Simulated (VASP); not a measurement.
Write the native input for VASP 6.6.1 that does the following.

```
Task                   : single point
Functional             : PBE
Potentials or basis    : VASP PAW PBE potentials, release 64 (Os)
Cutoff                 : 520 eV
k mesh                 : 18 × 18 × 18
Occupations            : gaussian, width 0.1 eV
Spin                   : no spin polarisation
Dipole correction      : no
Further INCAR settings : ALGO = Normal; EDIFF = 1e-06; NBANDS = 10
```

The structure of Os lies in POSCAR:

```
Os
1.0
    0.0000000000      1.8783643000      1.8783643000
    1.8783643000      0.0000000000      1.8783643000
    1.8783643000      1.8783643000      0.0000000000
Os
1
Direct
    0.0000000000      0.0000000000      0.0000000000
```

This cell differs from its parent crystal: strained.

One way to write it, as run:

INCAR

```
  PREC = Accurate
  ENCUT = 520
  EDIFF = 1E-6
  ISMEAR = 0
  SIGMA = 0.1
  LREAL = F
  LASPH = T
  NELM = 100
  ALGO = Normal
  ISIF = 2
  LWAVE = F
  LCHARG = F
  GGA = PE
  NBANDS = 10
```

KPOINTS

```
Automatic mesh
0
Gamma
  18 18 18
```

Potentials or basis: VASP PAW PBE potentials, release 64 (Os).

Command:

```sh
$ cat potpaw_PBE.64/Os/POTCAR > POTCAR
$ mpirun -np 1 vasp_std > vasp.out
```

It gave:

```json
{"Pressure": "37.5 GPa", "Band gap on the k mesh": "zero (band 4 reaches 12.86 eV, above the bottom of band 5 at 8.65 eV)"}
```

Caveat: the cell differs from its parent crystal (strained); spin-orbit coupling is left out, which moves the levels of the heavy elements.

It took 15 s on 1 thread of AMD EPYC 7R13 Processor (Zen 3), with other jobs on the host, peak memory 0.12 GiB.
